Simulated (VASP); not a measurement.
# Te (P6_3/mmc) in VASP: notebook

Te is run at these levels: RPBE; tasks: single point, relaxation of cell and atoms.

All numbers are computed with VASP 6.6.1; they aren't measurements. Logs are shortened: lines on timing, memory, paths and dates and some standing lists are left out, and cuts for length are marked.

### 1 The cell of the first run

The structure is hexagonal, space group P6_3/mmc (No. 194). The conventional cell has a = 4.376 Å, b = 4.376 Å, c = 8.412 Å, α = 90.00°, β = 90.00°, γ = 120.00°. Within 4.3 Å of Te (site symmetry -3m) lie 8 Te at 3.29 to 4.21 Å. Te (site symmetry -6m2) has 6 Te at 3.29 Å within 4.3 Å.

### 2 Single point, RPBE (volume scaled by 1.04)

INCAR

```
ALGO = Normal
EDIFF = 1E-6
ENCUT = 520
GGA = RP
ISIF = 2
ISMEAR = -1
LASPH = T
LCHARG = F
LREAL = F
LWAVE = F
NBANDS = 20
NELM = 100
PREC = Accurate
SIGMA = 0.1
```

KPOINTS

```
k-points
0
Gamma
  10 10 5
```

POSCAR

```
Te
1.0
    4.3759507810      0.0000000000      0.0000000000
   -2.1879753905      3.7896845420      0.0000000000
    0.0000000000      0.0000000000      8.4121713363
Te
4
Direct
    1.0000000000      1.0000000000      0.0000000000
    1.0000000000      1.0000000000      0.5000000000
    0.3333333333      0.6666666667      0.2500000000
    0.6666666667      0.3333333333      0.7500000000
```

Potentials or basis: VASP PAW PBE potentials, release 64 (Te).

Command:

```console
> cat potpaw_PBE.64/Te/POTCAR > POTCAR
> mpirun -np 1 vasp_std > vasp.out
```

OUTCAR:

```text
EDIFF = 1E-6
   ENCUT = 520
   GGA = RP
   ISIF = 2
   ISMEAR = -1
   LASPH = T
   LREAL = F
   NELM = 100
   PREC = Accurate

 ion  position               nearest neighbor table
   1  0.000  0.000  0.000-   3 3.29   4 3.29   3 3.29   4 3.29   4 3.29   3 3.29
   2  0.000  0.000  0.500-   3 3.29   4 3.29   3 3.29   4 3.29   4 3.29   3 3.29
   3  0.333  0.667  0.250-   1 3.29   2 3.29   1 3.29   2 3.29   1 3.29   2 3.29
   4  0.667  0.333  0.750-   1 3.29   2 3.29   1 3.29   2 3.29   1 3.29   2 3.29

  LATTYP: Found a hexagonal cell.
 ALAT       =     4.3759507810
 C/A-ratio  =     1.9223642489

  Lattice vectors:

 A1 = (   4.3759507810,   0.0000000000,   0.0000000000)
 A2 = (  -2.1879753905,   3.7896845420,   0.0000000000)
 A3 = (   0.0000000000,   0.0000000000,   8.4121713363)

Analysis of symmetry for initial positions (statically):
=====================================================================
 Subroutine PRICEL returns:
 Original cell was already a primitive cell.

 Routine SETGRP: Setting up the symmetry group for a
 hexagonal supercell.

 Subroutine GETGRP returns: Found 24 space group operations
 (whereof 12 operations were pure point group operations)
 out of a pool of 24 trial point group operations.

The static configuration has the point symmetry D_3d.
 The point group associated with its full space group is D_6h.

Analysis of symmetry for dynamics (positions and initial velocities):
=====================================================================
 Subroutine PRICEL returns:
 Original cell was already a primitive cell.

 Routine SETGRP: Setting up the symmetry group for a
 hexagonal supercell.

 Subroutine GETGRP returns: Found 24 space group operations
 (whereof 12 operations were pure point group operations)
 out of a pool of 24 trial point group operations.

The dynamic configuration has the point symmetry D_3d.
 The point group associated with its full space group is D_6h.

 Subroutine INISYM returns: Found 24 space group operations
 (whereof 12 operations are pure point group operations),
 and found     1 'primitive' translations

----------------------------------------------------------------------------------------

                                     Primitive cell

  volume of cell :     139.5030

  direct lattice vectors                    reciprocal lattice vectors
     4.375950781  0.000000000  0.000000000     0.228521766  0.131937103  0.000000000
    -2.187975391  3.789684542  0.000000000     0.000000000  0.263874206  0.000000000
     0.000000000  0.000000000  8.412171336     0.000000000  0.000000000  0.118875372

  length of vectors
     4.375950781  4.375950781  8.412171336     0.263874206  0.263874206  0.118875372

  position of ions in fractional coordinates (direct lattice)
     0.000000000  0.000000000  0.000000000
     0.000000000  0.000000000  0.500000000
     0.333333333  0.666666667  0.250000000
     0.666666667  0.333333333  0.750000000

  ion indices of the primitive-cell ions
   primitive index   ion index
                 1           1
                 2           2
                 3           3
                 4           4

----------------------------------------------------------------------------------------

 KPOINTS: k-points

Automatic generation of k-mesh.
 Grid dimensions read from file:
 generate k-points for:   10   10    5

 Generating k-lattice:

  Cartesian coordinates                     Fractional coordinates (reciprocal lattice)
     0.022852177  0.013193710  0.000000000     0.100000000 -0.000000000  0.000000000
     0.000000000  0.026387421  0.000000000     0.000000000  0.100000000  0.000000000
     0.000000000  0.000000000  0.023775074     0.000000000  0.000000000  0.200000000

  Length of vectors
     0.026387421  0.026387421  0.023775074

  Shift w.r.t. Gamma in fractional coordinates (k-lattice)
     0.000000000  0.000000000  0.000000000

 Subroutine IBZKPT returns following result:
 ===========================================

 Found     42 irreducible k-points:

 Following reciprocal coordinates:
            Coordinates               Weight
  0.000000  0.000000  0.000000      1.000000
  0.100000 -0.000000  0.000000      6.000000
  0.200000 -0.000000  0.000000      6.000000
  0.300000 -0.000000  0.000000      6.000000
  0.400000 -0.000000  0.000000      6.000000
  0.500000 -0.000000  0.000000      3.000000
[... 16 lines left out ...]
  0.300000  0.100000  0.200000     24.000000
  0.400000  0.100000  0.200000     24.000000
 [... further k-points ...]
   k-points           NKPTS =     42   k-points in BZ     NKDIM =     42   number of bands    NBANDS=     20
   number of dos      NEDOS =    301   number of ions     NIONS =      4
   total plane-waves  NPLWV =  82944
   dimension x,y,z NGX =    36 NGY =   36 NGZ =   64
   dimension x,y,z NGXF=    72 NGYF=   72 NGZF=  128
   ions per type =               4
   NGX,Y,Z   is equivalent  to a cutoff of  13.68, 13.68, 12.65 a.u.
   NGXF,Y,Z  is equivalent  to a cutoff of  27.35, 27.35, 25.30 a.u.
 SYSTEM =  unknown system
   PREC   = accura    normal or accurate (medium, high low for compatibility)
   ISTART =      0    job   : 0-new  1-cont  2-samecut
   ICHARG =      2    charge: 1-file 2-atom 10-const
   ISPIN  =      1    spin polarized calculation?
   LNONCOLLINEAR =      F non collinear calculations
   LSORBIT =      F    spin-orbit coupling
   LASPH  =      T    aspherical Exc in radial PAW
   ENCUT  =  520.0 eV  38.22 Ry    6.18 a.u.   8.14  8.14 15.64*2*pi/ulx,y,z
   NELM   =    100;   NELMIN=  2; NELMDL= -5     # of ELM steps
   EDIFF  = 0.1E-05   stopping-criterion for ELM
   LREAL  =      F    real-space projection
   EDIFFG = 0.1E-04   stopping-criterion for IOM
   NSW    =      0    number of steps for IOM
   IBRION =     -1    ionic relax: 0-MD 1-quasi-New 2-CG
   NFREE  =      0    steps in history (QN), initial steepest desc. (CG)
   ISIF   =      2    stress and relaxation
   ISYM   =      2    0-nonsym 1-usesym 2-fastsym
   POTIM  = 0.5000    time-step for ionic-motion
   TEBEG  =    0.0;   TEEND  =   0.0 temperature during run
   PSTRESS=    0.0 pullay stress
   NELECT =      24.0000    total number of electrons
   NUPDOWN=      -1.0000    fix difference up-down
   EMIN   =  10.00;   EMAX   =-10.00  energy-range for DOS
   EFERMI =   0.00;   METHOD = LEGACY
   ISMEAR =    -1;   SIGMA  =   0.10  broadening in eV -4-tet -1-fermi 0-gaus
   EFERMI_NEDOS =   21; number of points for ismear=-14 and -15
   IALGO  =     38    algorithm
   IMIX   =      4    mixing-type and parameters
     AMIX     =   0.40;   BMIX     =  1.00
     AMIX_MAG =   1.60;   BMIX_MAG =  1.00
  volume/ion in A,a.u.               =      34.88       235.35
  Fermi-wavevector in a.u.,A,eV,Ry     =   0.910509  1.720612 11.279582  0.829026
  Thomas-Fermi vector in A             =   2.034679
   LORBIT       =      0    0 simple, 1 ext, 2 COOP (PROOUT), +10 PAW based schemes
   GGA     = RP    functional components
   LHFCALC =     F    Hartree Fock is set to
   AEXX    =    0.0000 exact exchange contribution
   IVDW    =     0    specifies the selected vdW correction
   LEPSILON=     F    determine dielectric tensor
   LRPA    =     F    only Hartree local field effects (RPA)
 non-spin polarized calculation
  energy-cutoff  :      520.00
  volume of cell :      139.50
 maximum number of plane-waves:      3770
 NGX is ok and might be reduce to    36
   NGX = 17   NGY = 17   NGZ = 31

 number of electron      24.0000000 magnetization

 Free energy of the ion-electron system (eV)
  ---------------------------------------------------
  ext. energy  EPLUGINS =         0.00000000
  ---------------------------------------------------
  free energy    TOTEN  =       -10.56542583 eV

  energy without entropy =      -10.47167085  energy(sigma->0) =      -10.51854834

 E-fermi :   5.7201     XC(G=0):  -8.9082

 val. band max:        5.6985847692   @ k =   0.4000   0.2000   0.0000
 cond. band min:       5.7422696009   @ k =   0.3000   0.1000   0.4000
 fundamental gap:      0.0436848317
 Fermi energy:         5.7201130306

 k-point     1 :       0.0000    0.0000    0.0000
  band No.  band energies     occupation
      1      -7.3837      2.00000
      2      -5.7460      2.00000
      3      -5.6502      2.00000
      4      -2.9173      2.00000
      5       2.2004      2.00000
      6       3.3966      2.00000
[... 12 lines left out ...]
     19      11.2066      0.00000
     20      11.5675      0.00000

 k-point     2 :       0.1000   -0.0000    0.0000
  band No.  band energies     occupation
      1      -7.3071      2.00000
      2      -5.6998      2.00000
      3      -5.6006      2.00000
      4      -3.0405      2.00000
      5       2.2733      2.00000
      6       3.0872      2.00000
[... 12 lines left out ...]
     19      11.4516      0.00000
     20      11.8062      0.00000

 k-point     3 :       0.2000   -0.0000    0.0000
  band No.  band energies     occupation
      1      -7.0819      2.00000
      2      -5.5753      2.00000
      3      -5.4637      2.00000
      4      -3.3870      2.00000
      5       2.1168      2.00000
      6       2.3738      2.00000
[... 12 lines left out ...]
     19      11.9715      0.00000
     20      12.1291      0.00000

 k-point     4 :       0.3000   -0.0000    0.0000
  band No.  band energies     occupation
      1      -6.7260      2.00000
      2      -5.4225      2.00000
      3      -5.2773      2.00000
      4      -3.8794      2.00000
      5       1.2549      2.00000
      6       1.6825      2.00000
[... 12 lines left out ...]
     19      11.6705      0.00000
     20      12.5481      0.00000

 k-point     5 :       0.4000   -0.0000    0.0000
  band No.  band energies     occupation
      1      -6.2888      2.00000
      2      -5.3563      2.00000
      3      -5.1089      2.00000
      4      -4.3542      2.00000
      5       0.6703      2.00000
      6       1.0897      2.00000
[... 12 lines left out ...]
     19      12.9266      0.00000
     20      13.2260      0.00000
[... 353 lines left out ...]
      6       2.2456      2.00000
[... 12 lines left out ...]
     19      11.7227      0.00000
     20      12.1275      0.00000

 k-point    22 :       0.2000    0.1000    0.2000
  band No.  band energies     occupation
      1      -6.7998      2.00000
      2      -5.8949      2.00000
      3      -4.8901      2.00000
      4      -3.7789      2.00000
      5       1.4941      2.00000
      6       2.1670      2.00000
[... 12 lines left out ...]
     19      11.3329      0.00000
     20      12.4948      0.00000

 k-point    23 :       0.3000    0.1000    0.2000
  band No.  band energies     occupation
      1      -6.4023      2.00000
      2      -5.6397      2.00000
      3      -4.8791      2.00000
      4      -4.2417      2.00000
      5       0.9537      2.00000
      6       1.5149      2.00000
[... 12 lines left out ...]
     19      11.8937      0.00000
     20      12.9188      0.00000

 k-point    24 :       0.4000    0.1000    0.2000
  band No.  band energies     occupation
      1      -5.9893      2.00000
      2      -5.4850      2.00000
      3      -4.9560      2.00000
      4      -4.6041      2.00000
      5       0.7117      2.00000
      6       1.0928      2.00000
[... 12 lines left out ...]
     19      12.9362      0.00000
     20      13.4457      0.00000

 [... further k-points ...]
[... 5 lines left out ...]
  --------------------------------------------------------------------------------------
  -------------------------------------------------------------------------------------
  Total       -1.3181816     -1.3181816     -1.5206446      0.0000000      0.0000000      0.0000000
  in kB      -15.1391761    -15.1391761    -17.4644414      0.0000000      0.0000000      0.0000000
  external PRESSURE =     -15.9142645 kB  Pullay stress =       0.0000000 kB

 VOLUME and BASIS-vectors are now :
 -----------------------------------------------------------------------------
  energy-cutoff  :      520.00
  volume of cell :      139.50
      direct lattice vectors                 reciprocal lattice vectors
     4.375950781  0.000000000  0.000000000     0.228521766  0.131937103  0.000000000
    -2.187975391  3.789684542  0.000000000     0.000000000  0.263874206  0.000000000
     0.000000000  0.000000000  8.412171336     0.000000000  0.000000000  0.118875372

 POSITION                                       TOTAL-FORCE (eV/Angst)
 -----------------------------------------------------------------------------------
      0.00000      0.00000      0.00000        -0.000000      0.000000     -0.000000
      0.00000      0.00000      4.20609        -0.000000      0.000000     -0.000000
     -0.00000      2.52646      2.10304        -0.000000      0.000000     -0.000000
      2.18798      1.26323      6.30913         0.000000     -0.000000      0.000000
 -----------------------------------------------------------------------------------
    total drift:                               -0.000000      0.000000     -0.000000

  FREE ENERGIE OF THE ION-ELECTRON SYSTEM (eV)
  ---------------------------------------------------
  free  energy   TOTEN  =       -10.5654258293 eV

  energy  without entropy=      -10.4716708467  energy(sigma->0) =      -10.51854834
```

It took 36 s on 1 thread of Intel Xeon 6975P-C (Granite Rapids), shared host; peak memory 0.3 GiB.

Results:

| Property | Result |
| --- | --- |
| Free energy | -10.5654 eV |
| Pressure | -1.6 GPa |
| Band gap on the k mesh | zero (band 12 reaches 6.08 eV, above the bottom of band 13 at 4.39 eV) |

Stress tensor (GPa, compression positive):
```
-1.51  0.00  0.00
 0.00 -1.51  0.00
 0.00  0.00 -1.75
```

Caveat: the PAW data sets were made with another functional, which shifts forces and pressure a little; spin-orbit coupling is left out, which moves the levels of the heavy elements.

(Continued in part 2 of 2.)
